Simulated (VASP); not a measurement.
# CuO (Cccm) in VASP: single point with PBEsol

Aim: the single point of CuO with PBEsol.

All numbers are computed with VASP 6.6.1; they aren't measurements. Logs are shortened: lines on timing, memory, paths and dates and some standing lists are left out, and cuts for length are marked.

## 1. The cell of the first run

It takes space group Cccm (No. 66, orthorhombic). Conventional cell: a = 3.957 Å, b = 3.972 Å, c = 5.426 Å, α = 90.00°, β = 90.00°, γ = 90.00°. Within 2.6 Å of Cu (site symmetry 2/m) lie 4 O at 1.95 Å. O (site symmetry 222) has 4 Cu at 1.95 Å within 2.6 Å.

## 2. Single point, PBEsol

File INCAR:

```
  PREC = Accurate
  ENCUT = 520
  EDIFF = 1E-6
  ISMEAR = 0
  SIGMA = 0.15
  LREAL = F
  LASPH = T
  NELM = 80
  ALGO = Normal
  ISIF = 2
  LWAVE = F
  LCHARG = F
  GGA = PS
  NBANDS = 25
```

File KPOINTS:

```
regular mesh
0
Gamma
  18 18 10
```

File POSCAR:

```
CuO
1.0
    1.9786616721     -1.9862420411      0.0000000000
    1.9786616721      1.9862420411      0.0000000000
    0.0000000000      0.0000000000      5.4263287831
Cu O
2 2
Direct
    0.0000000000      0.5000000000      0.0000000000
    0.5000000000      0.0000000000      0.5000000000
    0.5000000000      0.5000000000      0.2500000000
    0.5000000000      0.5000000000      0.7500000000
```

Potentials or basis: VASP PAW PBE potentials, release 64 (Cu, O).

Started as:

```console
> cat potpaw_PBE.64/Cu/POTCAR potpaw_PBE.64/O/POTCAR > POTCAR
> mpirun -np 1 vasp_std > vasp.out
```

OUTCAR:

```text
PREC = Accurate
   ENCUT = 520
   EDIFF = 1E-6
   ISMEAR = 0
   LREAL = F
   LASPH = T
   NELM = 80
   ISIF = 2
   GGA = PS

 ion  position               nearest neighbor table
   1  0.000  0.500  0.000-   3 1.95   4 1.95   3 1.95   4 1.95
   2  0.500  0.000  0.500-   3 1.95   4 1.95   3 1.95   4 1.95
   3  0.500  0.500  0.250-   1 1.95   2 1.95   2 1.95   1 1.95
   4  0.500  0.500  0.750-   1 1.95   2 1.95   2 1.95   1 1.95

  LATTYP: Found a base centered orthorhombic cell.
 ALAT       =     3.9573233442
 B/A-ratio  =     1.0038310587
 C/A-ratio  =     1.3712118801

  Lattice vectors:

 A1 = (   1.9786616721,  -1.9862420411,   0.0000000000)
 A2 = (   1.9786616721,   1.9862420411,   0.0000000000)
 A3 = (   0.0000000000,   0.0000000000,   5.4263287831)

Analysis of symmetry for initial positions (statically):
=====================================================================
 Subroutine PRICEL returns:
 Original cell was already a primitive cell.

 Routine SETGRP: Setting up the symmetry group for a
 base centered orthorhombic supercell.

 Subroutine GETGRP returns: Found  8 space group operations
 (whereof  4 operations were pure point group operations)
 out of a pool of  8 trial point group operations.

The static configuration has the point symmetry C_2h.
 The point group associated with its full space group is D_2h.

Analysis of symmetry for dynamics (positions and initial velocities):
=====================================================================
 Subroutine PRICEL returns:
 Original cell was already a primitive cell.

 Routine SETGRP: Setting up the symmetry group for a
 base centered orthorhombic supercell.

 Subroutine GETGRP returns: Found  8 space group operations
 (whereof  4 operations were pure point group operations)
 out of a pool of  8 trial point group operations.

The dynamic configuration has the point symmetry C_2h.
 The point group associated with its full space group is D_2h.

 Subroutine INISYM returns: Found  8 space group operations
 (whereof  4 operations are pure point group operations),
 and found     1 'primitive' translations

----------------------------------------------------------------------------------------

                                     Primitive cell

  volume of cell :      42.6520

  direct lattice vectors                    reciprocal lattice vectors
     1.978661672 -1.986242041  0.000000000     0.252696056 -0.251731657  0.000000000
     1.978661672  1.986242041  0.000000000     0.252696056  0.251731657  0.000000000
     0.000000000  0.000000000  5.426328783     0.000000000  0.000000000  0.184286659

  length of vectors
     2.803615426  2.803615426  5.426328783     0.356684908  0.356684908  0.184286659

  position of ions in fractional coordinates (direct lattice)
     0.000000000  0.500000000  0.000000000
     0.500000000  0.000000000  0.500000000
     0.500000000  0.500000000  0.250000000
     0.500000000  0.500000000  0.750000000

  ion indices of the primitive-cell ions
   primitive index   ion index
                 1           1
                 2           2
                 3           3
                 4           4

----------------------------------------------------------------------------------------

 KPOINTS: regular mesh

Automatic generation of k-mesh.
 Grid dimensions read from file:
 generate k-points for:   18   18   10

 Generating k-lattice:

  Cartesian coordinates                     Fractional coordinates (reciprocal lattice)
     0.014038670 -0.013985092  0.000000000     0.055555556  0.000000000  0.000000000
     0.014038670  0.013985092  0.000000000     0.000000000  0.055555556  0.000000000
     0.000000000  0.000000000  0.018428666     0.000000000  0.000000000  0.100000000

  Length of vectors
     0.019815828  0.019815828  0.018428666

  Shift w.r.t. Gamma in fractional coordinates (k-lattice)
     0.000000000  0.000000000  0.000000000

 Subroutine IBZKPT returns following result:
 ===========================================

 Found    546 irreducible k-points:

 Following reciprocal coordinates:
            Coordinates               Weight
  0.000000  0.000000  0.000000      1.000000
  0.055556  0.000000  0.000000      4.000000
  0.111111  0.000000  0.000000      4.000000
  0.166667 -0.000000  0.000000      4.000000
  0.222222  0.000000  0.000000      4.000000
  0.277778  0.000000  0.000000      4.000000
[... 16 lines left out ...]
 -0.277778  0.055556  0.000000      4.000000
 -0.222222  0.055556  0.000000      4.000000
 [... further k-points ...]
   k-points           NKPTS =    546   k-points in BZ     NKDIM =    546   number of bands    NBANDS=     25
   number of dos      NEDOS =    301   number of ions     NIONS =      4
   total plane-waves  NPLWV =  23040
   dimension x,y,z NGX =    24 NGY =   24 NGZ =   40
   dimension x,y,z NGXF=    48 NGYF=   48 NGZF=   80
   ions per type =               2   2
   NGX,Y,Z   is equivalent  to a cutoff of  14.23, 14.23, 12.25 a.u.
   NGXF,Y,Z  is equivalent  to a cutoff of  28.46, 28.46, 24.51 a.u.
 SYSTEM =  unknown system
   PREC   = accura    normal or accurate (medium, high low for compatibility)
   ISTART =      0    job   : 0-new  1-cont  2-samecut
   ICHARG =      2    charge: 1-file 2-atom 10-const
   ISPIN  =      1    spin polarized calculation?
   LNONCOLLINEAR =      F non collinear calculations
   LSORBIT =      F    spin-orbit coupling
   LASPH  =      T    aspherical Exc in radial PAW
   ENCUT  =  520.0 eV  38.22 Ry    6.18 a.u.   5.21  5.21 10.09*2*pi/ulx,y,z
   NELM   =     80;   NELMIN=  2; NELMDL= -5     # of ELM steps
   EDIFF  = 0.1E-05   stopping-criterion for ELM
   LREAL  =      F    real-space projection
   EDIFFG = 0.1E-04   stopping-criterion for IOM
   NSW    =      0    number of steps for IOM
   IBRION =     -1    ionic relax: 0-MD 1-quasi-New 2-CG
   NFREE  =      0    steps in history (QN), initial steepest desc. (CG)
   ISIF   =      2    stress and relaxation
   ISYM   =      2    0-nonsym 1-usesym 2-fastsym
   POTIM  = 0.5000    time-step for ionic-motion
   TEBEG  =    0.0;   TEEND  =   0.0 temperature during run
   PSTRESS=    0.0 pullay stress
   NELECT =      34.0000    total number of electrons
   NUPDOWN=      -1.0000    fix difference up-down
   EMIN   =  10.00;   EMAX   =-10.00  energy-range for DOS
   EFERMI =   0.00;   METHOD = LEGACY
   ISMEAR =     0;   SIGMA  =   0.15  broadening in eV -4-tet -1-fermi 0-gaus
   EFERMI_NEDOS =   21; number of points for ismear=-14 and -15
   IALGO  =     38    algorithm
   IMIX   =      4    mixing-type and parameters
     AMIX     =   0.40;   BMIX     =  1.00
     AMIX_MAG =   1.60;   BMIX_MAG =  1.00
  volume/ion in A,a.u.               =      10.66        71.96
  Fermi-wavevector in a.u.,A,eV,Ry     =   1.517940  2.868490 31.349743  2.304141
  Thomas-Fermi vector in A             =   2.627128
   LORBIT       =      0    0 simple, 1 ext, 2 COOP (PROOUT), +10 PAW based schemes
   GGA     = PS    functional components
   LHFCALC =     F    Hartree Fock is set to
   AEXX    =    0.0000 exact exchange contribution
   IVDW    =     0    specifies the selected vdW correction
   LEPSILON=     F    determine dielectric tensor
   LRPA    =     F    only Hartree local field effects (RPA)
 non-spin polarized calculation
 Gauss-broadening in eV      SIGMA  =   0.15
  energy-cutoff  :      520.00
  volume of cell :       42.65
 maximum number of plane-waves:      1181
 NGX is ok and might be reduce to    24
   NGX = 11   NGY = 11   NGZ = 21

 number of electron      34.0000011 magnetization

 Free energy of the ion-electron system (eV)
  ---------------------------------------------------
  ext. energy  EPLUGINS =         0.00000000
  ---------------------------------------------------
  free energy    TOTEN  =       -21.36974971 eV

  energy without entropy =      -21.34264240  energy(sigma->0) =      -21.35619605

 E-fermi :   5.0545     XC(G=0): -11.8426

 val. band max:        5.0510158789   @ k =  -0.2222   0.0556   0.1000
 cond. band min:       5.0546830586   @ k =  -0.2222   0.1667   0.3000
 fundamental gap:      0.0036671797
 Fermi energy:         5.0545467261

 k-point     1 :       0.0000    0.0000    0.0000
  band No.  band energies     occupation
      1     -14.6907      2.00000
      2     -13.5857      2.00000
      3      -3.2849      2.00000
      4      -0.1392      2.00000
      5      -0.1329      2.00000
      6       1.2384      2.00000
[... 17 lines left out ...]
     24      20.2785      0.00000
     25      20.4334      0.00000

 k-point     2 :       0.0556    0.0000    0.0000
  band No.  band energies     occupation
      1     -14.6699      2.00000
      2     -13.5768      2.00000
      3      -3.2506      2.00000
      4      -0.1791      2.00000
      5      -0.1265      2.00000
      6       1.1576      2.00000
[... 17 lines left out ...]
     24      20.1083      0.00000
     25      20.3868      0.00000

 k-point     3 :       0.1111    0.0000    0.0000
  band No.  band energies     occupation
      1     -14.6100      2.00000
      2     -13.5505      2.00000
      3      -3.1504      2.00000
      4      -0.2909      2.00000
      5      -0.0997      2.00000
      6       0.8110      2.00000
[... 17 lines left out ...]
     24      20.0119      0.00000
     25      20.5303      0.00000

 k-point     4 :       0.1667   -0.0000    0.0000
  band No.  band energies     occupation
      1     -14.5161      2.00000
      2     -13.5098      2.00000
      3      -2.9928      2.00000
      4      -0.4357      2.00000
      5      -0.0579      2.00000
      6       0.2685      2.00000
[... 17 lines left out ...]
     24      20.1398      0.00000
     25      20.5514      0.00000
[... 477 lines left out ...]
 k-point    22 :      -0.3333    0.0556    0.0000
  band No.  band energies     occupation
      1     -14.1189      2.00000
      2     -13.3446      2.00000
      3      -2.3175      2.00000
      4      -1.3934      2.00000
      5      -0.7630      2.00000
      6       0.0363      2.00000
[... 17 lines left out ...]
     24      19.7564      0.00000
     25      20.4678      0.00000

 k-point    23 :      -0.2778    0.0556    0.0000
  band No.  band energies     occupation
      1     -14.2469      2.00000
      2     -13.3967      2.00000
      3      -2.5360      2.00000
      4      -0.8933      2.00000
      5      -0.6868      2.00000
      6       0.0006      2.00000
[... 17 lines left out ...]
     24      20.1771      0.00000
     25      20.2417      0.00000

 k-point    24 :      -0.2222    0.0556    0.0000
  band No.  band energies     occupation
      1     -14.3778      2.00000
      2     -13.4510      2.00000
      3      -2.7586      2.00000
      4      -0.5710      2.00000
      5      -0.3194      2.00000
      6      -0.0481      2.00000
[... 17 lines left out ...]
     24      19.9184      0.00000
     25      20.5233      0.00000

 [... further k-points ...]

------------------------ aborting loop because EDIFF is reached ----------------------------------------

  FORCE on cell =-STRESS in cart. coord.  units (eV):
  Direction    XX          YY          ZZ          XY          YZ          ZX
  --------------------------------------------------------------------------------------
  -------------------------------------------------------------------------------------
  Total        0.3170908      0.3121805     -3.6416686     -0.0000000      0.0000000      0.0000000
  in kB       11.9111709     11.7267208   -136.7953055     -0.0000000      0.0000000      0.0000000
  external PRESSURE =     -37.7191379 kB  Pullay stress =       0.0000000 kB

 VOLUME and BASIS-vectors are now :
 -----------------------------------------------------------------------------
  energy-cutoff  :      520.00
  volume of cell :       42.65
      direct lattice vectors                 reciprocal lattice vectors
     1.978661672 -1.986242041  0.000000000     0.252696056 -0.251731657  0.000000000
     1.978661672  1.986242041  0.000000000     0.252696056  0.251731657  0.000000000
     0.000000000  0.000000000  5.426328783     0.000000000  0.000000000  0.184286659

 POSITION                                       TOTAL-FORCE (eV/Angst)
 -----------------------------------------------------------------------------------
      0.98933      0.99312      0.00000         0.000000     -0.000000      0.000000
      0.98933     -0.99312      2.71316        -0.000000      0.000000      0.000000
      1.97866      0.00000      1.35658         0.000000     -0.000000     -0.000000
      1.97866      0.00000      4.06975         0.000000     -0.000000      0.000000
 -----------------------------------------------------------------------------------
    total drift:                                0.000000     -0.000000     -0.000000

  FREE ENERGIE OF THE ION-ELECTRON SYSTEM (eV)
  ---------------------------------------------------
  free  energy   TOTEN  =       -21.3697497061 eV

  energy  without entropy=      -21.3426424010  energy(sigma->0) =      -21.35619605
```

Run time: 6.6 min. Hardware: 1 thread of Intel Xeon Platinum 8259CL at 2.50GHz (Skylake/Cascade Lake), shared host; peak memory 0.55 GiB.

What came out:

```
Free energy            : -21.3697 eV
Pressure               : -3.8 GPa
Band gap on the k mesh : zero (bands 17 and 18 overlap by 1.08 eV)
```

Levels at points of the mesh, in eV from the Fermi level:
```
           k point  band 13  band 14  band 15  band 16  band 17  band 18  band 19  band 20  band 21  band 22
(0.00, 0.00, 0.00)    -2.41    -2.29    -2.25    -2.24     0.62     0.63     1.42     6.38     7.02    14.46
(0.50, 0.00, 0.00)    -2.08    -1.94    -1.52    -1.37     0.21     0.40     3.06     6.24     6.50    11.47
(0.50, 0.50, 0.00)    -2.17    -2.17    -1.65    -1.02    -1.02     1.26     2.51     6.90     9.96    10.04
(0.00, 0.00, 0.50)    -2.26    -2.26    -1.37    -1.37     0.08     0.08     3.59     3.59    10.97    10.97
(0.50, 0.00, 0.50)    -2.44    -2.34    -1.84    -1.78    -0.05     0.65     4.01     5.90     8.23     9.18
(0.50, 0.50, 0.50)    -2.09    -2.09    -1.24    -1.24    -0.38    -0.38     4.16     4.16    11.02    11.02
```

Caveat: the stress differs along the axes, from -14 to 1 GPa; the PAW data sets were made with another functional, which shifts forces and pressure a little; semilocal functionals often make such compounds metallic where correlation or magnetic order opens a gap, which also shifts bond lengths.
